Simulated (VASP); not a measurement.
# CdF2 (I4/mmm) in VASP: single point with PBE

Aim: the single point of CdF2 with PBE.

Everything below comes from runs of VASP 6.6.1. Logs are shortened: lines on timing, memory, paths and dates and some standing lists are left out, and cuts for length are marked.

**1. The cell of the first run**

Symmetry: I4/mmm, No. 139, tetragonal system. Conventional cell: a = 3.810 Å, b = 3.810 Å, c = 4.984 Å, α = 90.00°, β = 90.00°, γ = 90.00°. Cd (site symmetry 4/mmm) has 8 F at 2.28 Å within 3.0 Å. F (site symmetry -4m2) has 4 Cd at 2.28 Å and 6 F at 2.49 to 2.69 Å within 3.0 Å.

**2. Single point, PBE (strain -0.0750 x Voigt [1, 0, 0, 0, 0, 0])**

INCAR

```
SYSTEM = CdF2
ALGO = Normal
EDIFF = 1E-6
ENCUT = 700
GGA = PE
GGA_COMPAT = .False.
ISIF = 2
ISMEAR = 0
LASPH = .True.
LCHARG = .False.
LREAL = .False.
LWAVE = .False.
NBANDS = 24
NELM = 120
PREC = Accurate
SIGMA = 0.05
```

KPOINTS

```
k-points
0
Gamma
  8 8 8
  0 0 0
```

POSCAR

```
CdF2
1.0
    0.0000000000      2.6940000000      2.6940000000
    2.4919500000      0.0000000000      2.6940000000
    2.4919500000      2.6940000000      0.0000000000
Cd F
1 2
Direct
    0.0000000000      0.0000000000      0.0000000000
    0.2500000000      0.2500000000      0.2500000000
    0.7500000000      0.7500000000      0.7500000000
```

Potentials or basis: VASP PAW PBE potentials, release 64 (Cd_sv_GW, F).

Started as:

```console
> cat potpaw_PBE.64/Cd_sv_GW/POTCAR potpaw_PBE.64/F/POTCAR > POTCAR
> mpirun -np 1 vasp_std > vasp.out
```

OUTCAR:

```text
SYSTEM = CdF2
   EDIFF = 1E-6
   ENCUT = 700
   GGA = PE
   ISIF = 2
   ISMEAR = 0
   LASPH = .True.
   LREAL = .False.
   NELM = 120
   PREC = Accurate

 ion  position               nearest neighbor table
   1  0.000  0.000  0.000-   3 2.28   3 2.28   2 2.28   3 2.28   2 2.28   2 2.28   3 2.28   2 2.28

   2  0.250  0.250  0.250-   1 2.28   1 2.28   1 2.28   1 2.28
   3  0.750  0.750  0.750-   1 2.28   1 2.28   1 2.28   1 2.28

  LATTYP: Found a body centered tetragonal cell.
 ALAT       =     3.8098913370
 C/A-ratio  =     1.3081475452

  Lattice vectors:

 A1 = (  -2.4919500000,   0.0000000000,  -2.6940000000)
 A2 = (  -2.4919500000,   0.0000000000,   2.6940000000)
 A3 = (   2.4919500000,   2.6940000000,   0.0000000000)

Analysis of symmetry for initial positions (statically):
=====================================================================
 Subroutine PRICEL returns:
 Original cell was already a primitive cell.

 Routine SETGRP: Setting up the symmetry group for a
 body centered tetragonal supercell.

 Subroutine GETGRP returns: Found 16 space group operations
 (whereof 16 operations were pure point group operations)
 out of a pool of 16 trial point group operations.

The static configuration has the point symmetry D_4h.

Analysis of symmetry for dynamics (positions and initial velocities):
=====================================================================
 Subroutine PRICEL returns:
 Original cell was already a primitive cell.

 Routine SETGRP: Setting up the symmetry group for a
 body centered tetragonal supercell.

 Subroutine GETGRP returns: Found 16 space group operations
 (whereof 16 operations were pure point group operations)
 out of a pool of 16 trial point group operations.

The dynamic configuration has the point symmetry D_4h.

 Subroutine INISYM returns: Found 16 space group operations
 (whereof 16 operations are pure point group operations),
 and found     1 'primitive' translations

----------------------------------------------------------------------------------------

                                     Primitive cell

  volume of cell :      36.1713

  direct lattice vectors                    reciprocal lattice vectors
     0.000000000  2.694000000  2.694000000    -0.200646080  0.185597624  0.185597624
     2.491950000  0.000000000  2.694000000     0.200646080 -0.185597624  0.185597624
     2.491950000  2.694000000  0.000000000     0.200646080  0.185597624 -0.185597624

  length of vectors
     3.809891337  3.669802556  3.669802556     0.330381304  0.330381304  0.330381304

  position of ions in fractional coordinates (direct lattice)
     0.000000000  0.000000000  0.000000000
     0.250000000  0.250000000  0.250000000
     0.750000000  0.750000000  0.750000000

  ion indices of the primitive-cell ions
   primitive index   ion index
                 1           1
                 2           2
                 3           3

----------------------------------------------------------------------------------------

 KPOINTS: k-points

Automatic generation of k-mesh.
 Grid dimensions read from file:
 generate k-points for:    8    8    8

 Generating k-lattice:

  Cartesian coordinates                     Fractional coordinates (reciprocal lattice)
    -0.025080760  0.023199703  0.023199703     0.125000000  0.000000000  0.000000000
     0.025080760 -0.023199703  0.023199703     0.000000000  0.125000000  0.000000000
     0.025080760  0.023199703 -0.023199703     0.000000000  0.000000000  0.125000000

  Length of vectors
     0.041297663  0.041297663  0.041297663

  Shift w.r.t. Gamma in fractional coordinates (k-lattice)
     0.000000000  0.000000000  0.000000000

 Subroutine IBZKPT returns following result:
 ===========================================

 Found     59 irreducible k-points:

 Following reciprocal coordinates:
            Coordinates               Weight
  0.000000  0.000000  0.000000      1.000000
  0.125000 -0.000000 -0.000000      8.000000
  0.250000 -0.000000 -0.000000      8.000000
  0.375000 -0.000000 -0.000000      8.000000
  0.500000 -0.000000 -0.000000      4.000000
  0.125000  0.125000  0.000000      4.000000
[... 16 lines left out ...]
  0.250000  0.125000  0.125000      4.000000
  0.375000  0.125000  0.125000      8.000000
 [... further k-points ...]
   k-points           NKPTS =     59   k-points in BZ     NKDIM =     59   number of bands    NBANDS=     24
   number of dos      NEDOS =    301   number of ions     NIONS =      3
   total plane-waves  NPLWV =  36864
   dimension x,y,z NGX =    36 NGY =   32 NGZ =   32
   dimension x,y,z NGXF=    72 NGYF=   64 NGZF=   64
   ions per type =               1   2
   NGX,Y,Z   is equivalent  to a cutoff of  15.71, 14.50, 14.50 a.u.
   NGXF,Y,Z  is equivalent  to a cutoff of  31.42, 28.99, 28.99 a.u.
 SYSTEM =  CdF2
   PREC   = accura    normal or accurate (medium, high low for compatibility)
   ISTART =      0    job   : 0-new  1-cont  2-samecut
   ICHARG =      2    charge: 1-file 2-atom 10-const
   ISPIN  =      1    spin polarized calculation?
   LNONCOLLINEAR =      F non collinear calculations
   LSORBIT =      F    spin-orbit coupling
   LASPH  =      T    aspherical Exc in radial PAW
   ENCUT  =  700.0 eV  51.45 Ry    7.17 a.u.   8.22  7.92  7.92*2*pi/ulx,y,z
   NELM   =    120;   NELMIN=  2; NELMDL= -5     # of ELM steps
   EDIFF  = 0.1E-05   stopping-criterion for ELM
   LREAL  =      F    real-space projection
   EDIFFG = 0.1E-04   stopping-criterion for IOM
   NSW    =      0    number of steps for IOM
   IBRION =     -1    ionic relax: 0-MD 1-quasi-New 2-CG
   NFREE  =      0    steps in history (QN), initial steepest desc. (CG)
   ISIF   =      2    stress and relaxation
   ISYM   =      2    0-nonsym 1-usesym 2-fastsym
   POTIM  = 0.5000    time-step for ionic-motion
   TEBEG  =    0.0;   TEEND  =   0.0 temperature during run
   PSTRESS=    0.0 pullay stress
   NELECT =      34.0000    total number of electrons
   NUPDOWN=      -1.0000    fix difference up-down
   EMIN   =  10.00;   EMAX   =-10.00  energy-range for DOS
   EFERMI =   0.00;   METHOD = LEGACY
   ISMEAR =     0;   SIGMA  =   0.05  broadening in eV -4-tet -1-fermi 0-gaus
   EFERMI_NEDOS =   21; number of points for ismear=-14 and -15
   IALGO  =     38    algorithm
   IMIX   =      4    mixing-type and parameters
     AMIX     =   0.40;   BMIX     =  1.00
     AMIX_MAG =   1.60;   BMIX_MAG =  1.00
  volume/ion in A,a.u.               =      12.06        81.37
  Fermi-wavevector in a.u.,A,eV,Ry     =   1.603662  3.030483 34.990557  2.571733
  Thomas-Fermi vector in A             =   2.700290
   LORBIT       =      0    0 simple, 1 ext, 2 COOP (PROOUT), +10 PAW based schemes
   GGA     = PE    functional components
   LHFCALC =     F    Hartree Fock is set to
   AEXX    =    0.0000 exact exchange contribution
   IVDW    =     0    specifies the selected vdW correction
   LEPSILON=     F    determine dielectric tensor
   LRPA    =     F    only Hartree local field effects (RPA)
 non-spin polarized calculation
 Gauss-broadening in eV      SIGMA  =   0.05
  energy-cutoff  :      700.00
  volume of cell :       36.17
 maximum number of plane-waves:      1570
 NGX is ok and might be reduce to    36
   NGX = 17   NGY = 15   NGZ = 15

 number of electron      34.0000001 magnetization

 Free energy of the ion-electron system (eV)
  ---------------------------------------------------
  ext. energy  EPLUGINS =         0.00000000
  ---------------------------------------------------
  free energy    TOTEN  =       -10.73200282 eV

  energy without entropy =      -10.73200282  energy(sigma->0) =      -10.73200282

 E-fermi :   1.9232     XC(G=0): -11.0005

 val. band max:        1.5551681335   @ k =  -0.3750   0.5000   0.1250
 cond. band min:       4.7419840836   @ k =   0.0000   0.0000   0.0000
 fundamental gap:      3.1868159501
 Fermi energy:         1.9232136176

 k-point     1 :       0.0000    0.0000    0.0000
  band No.  band energies     occupation
      1     -96.8900      2.00000
      2     -58.0156      2.00000
      3     -57.9846      2.00000
      4     -57.9846      2.00000
      5     -19.8295      2.00000
      6     -18.4606      2.00000
[... 16 lines left out ...]
     23      20.9975      0.00000
     24      22.9185      0.00000

 k-point     2 :       0.1250   -0.0000   -0.0000
  band No.  band energies     occupation
      1     -96.8899      2.00000
      2     -58.0159      2.00000
      3     -57.9849      2.00000
      4     -57.9847      2.00000
      5     -19.7683      2.00000
      6     -18.5167      2.00000
[... 16 lines left out ...]
     23      20.9090      0.00000
     24      22.4203      0.00000

 k-point     3 :       0.2500   -0.0000   -0.0000
  band No.  band energies     occupation
      1     -96.8899      2.00000
      2     -58.0166      2.00000
      3     -57.9858      2.00000
      4     -57.9850      2.00000
      5     -19.6018      2.00000
      6     -18.6673      2.00000
[... 16 lines left out ...]
     23      21.5101      0.00000
     24      21.8808      0.00000

 k-point     4 :       0.3750   -0.0000   -0.0000
  band No.  band energies     occupation
      1     -96.8898      2.00000
      2     -58.0173      2.00000
      3     -57.9866      2.00000
      4     -57.9853      2.00000
      5     -19.3736      2.00000
      6     -18.8749      2.00000
[... 16 lines left out ...]
     23      20.8347      0.00000
     24      21.2278      0.00000

 k-point     5 :       0.5000   -0.0000   -0.0000
  band No.  band energies     occupation
      1     -96.8898      2.00000
      2     -58.0176      2.00000
      3     -57.9869      2.00000
      4     -57.9855      2.00000
      5     -19.1690      2.00000
      6     -19.0696      2.00000
[... 451 lines left out ...]
 k-point    22 :       0.0000    0.1250    0.1250
  band No.  band energies     occupation
      1     -96.8899      2.00000
      2     -58.0162      2.00000
      3     -57.9849      2.00000
      4     -57.9849      2.00000
      5     -19.7282      2.00000
      6     -18.5589      2.00000
[... 16 lines left out ...]
     23      21.1185      0.00000
     24      22.4572      0.00000

 k-point    23 :       0.2500    0.1250    0.1250
  band No.  band energies     occupation
      1     -96.8899      2.00000
      2     -58.0161      2.00000
      3     -57.9856      2.00000
      4     -57.9848      2.00000
      5     -19.6945      2.00000
      6     -18.5753      2.00000
[... 16 lines left out ...]
     23      20.9793      0.00000
     24      22.8047      0.00000

 k-point    24 :       0.3750    0.1250    0.1250
  band No.  band energies     occupation
      1     -96.8899      2.00000
      2     -58.0168      2.00000
      3     -57.9865      2.00000
      4     -57.9851      2.00000
      5     -19.5319      2.00000
      6     -18.7148      2.00000
[... 16 lines left out ...]
     23      19.8166      0.00000
     24      23.4543      0.00000

 [... further k-points ...]

------------------------ aborting loop because EDIFF is reached ----------------------------------------

  FORCE on cell =-STRESS in cart. coord.  units (eV):
  Direction    XX          YY          ZZ          XY          YZ          ZX
  --------------------------------------------------------------------------------------
  -------------------------------------------------------------------------------------
  Total        5.0288995      2.9036726      2.9036726      0.0000000      0.0000000      0.0000000
  in kB      222.7506808    128.6156224    128.6156224      0.0000000      0.0000000      0.0000000
  external PRESSURE =     159.9939752 kB  Pullay stress =       0.0000000 kB

 VOLUME and BASIS-vectors are now :
 -----------------------------------------------------------------------------
  energy-cutoff  :      700.00
  volume of cell :       36.17
      direct lattice vectors                 reciprocal lattice vectors
     0.000000000  2.694000000  2.694000000    -0.200646080  0.185597624  0.185597624
     2.491950000  0.000000000  2.694000000     0.200646080 -0.185597624  0.185597624
     2.491950000  2.694000000  0.000000000     0.200646080  0.185597624 -0.185597624

 POSITION                                       TOTAL-FORCE (eV/Angst)
 -----------------------------------------------------------------------------------
      0.00000      0.00000      0.00000         0.000000     -0.000000      0.000000
      1.24598      1.34700      1.34700         0.000000      0.000000      0.000000
      3.73793      4.04100      4.04100         0.000000     -0.000000     -0.000000
 -----------------------------------------------------------------------------------
    total drift:                               -0.000000      0.000000      0.000000

  FREE ENERGIE OF THE ION-ELECTRON SYSTEM (eV)
  ---------------------------------------------------
  free  energy   TOTEN  =       -10.7320028156 eV

  energy  without entropy=      -10.7320028156  energy(sigma->0) =      -10.73200282
```

It took 89 s on 1 thread of Intel Xeon Platinum 8488C (Sapphire Rapids), shared host; peak memory 0.25 GiB.

Results:

```
Free energy            : -10.7320 eV
Pressure               : 16.0 GPa
Band gap on the k mesh : 3.19 eV (least direct gap 3.63 eV)
```

Levels at points of the mesh, in eV from the valence-band top:
```csv
k point,band 14,band 15,band 16,band 17,band 18,band 19,band 20,band 21
"(0.00, 0.00, 0.00)",-0.79,-0.72,-0.44,-0.44,3.19,12.85,13.02,13.02
"(0.50, 0.00, 0.00)",-2.35,-2.15,-0.48,-0.45,7.62,9.18,14.75,15.43
"(0.50, 0.50, 0.00)",-3.30,-0.92,-0.29,-0.01,8.56,9.98,11.98,14.51
"(0.00, 0.50, 0.50)",-3.15,-0.41,-0.27,-0.27,8.28,9.87,12.13,14.57
```

Caveat: the cell differs from its parent crystal (strain -0.0750 x Voigt [1, 0, 0, 0, 0, 0]); the stress differs along the axes, from 13 to 22 GPa. A k mesh can miss the band edges.
